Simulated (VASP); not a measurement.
Set up this calculation in VASP 6.6.1, as the native input.

- Task: single point
- Functional: PBEsol
- Potentials or basis: VASP PAW PBE potentials, release 64 (Ti_sv, O)
- Cutoff: 520 eV
- k mesh: 8 × 8 × 8
- Occupations: gaussian, width 0.01 eV
- Spin: no spin polarisation
- Dipole correction: no
- Further INCAR settings: ALGO = Normal; EDIFF = 1e-07; NBANDS = 33

The structure of TiO2 lies in POSCAR:

```
TiO2
1.0
   -1.9169989080      1.9169989080      4.8199032318
    1.9169989080     -1.9169989080      4.8199032318
    1.9169989080      1.9169989080     -4.8199032318
Ti O
2 4
Direct
    0.0000000000      0.0000000000      0.0000000000
    0.7500000000      0.2500000000      0.5000000000
    0.2081000000      0.2081000000      0.0000000000
    0.9581000000      0.4581000000      0.5000000000
    0.5419000000      0.0419000000      0.5000000000
    0.7919000000      0.7919000000      0.0000000000
```

These files were run (other wordings do the same):

INCAR

```
PREC = Accurate
ENCUT = 520
EDIFF = 1E-7
ISMEAR = 0
SIGMA = 0.01
LREAL = False
LASPH = True
NELM = 100
ALGO = Normal
ISIF = 2
LWAVE = False
LCHARG = False
GGA = PS
NBANDS = 33
```

KPOINTS

```
regular mesh
0
Gamma
  8 8 8
```

Potentials or basis: VASP PAW PBE potentials, release 64 (Ti_sv, O).

Command:

```console
$ cat potpaw_PBE.64/Ti_sv/POTCAR potpaw_PBE.64/O/POTCAR > POTCAR
$ mpirun -np 1 vasp_std > vasp.out
```

Results of the run:

The pressure is -8.3 GPa. The largest force is 0.210 eV/Å and the band gap on the k mesh is 2.01 eV (least direct gap 2.31 eV).

Caveat: the cell stands under tension; the PAW data sets were made with another functional, which shifts forces and pressure a little.

Run time: 8.5 min on 1 thread of Intel Xeon 8259CL, with other jobs on the host, peak memory 0.29 GiB.
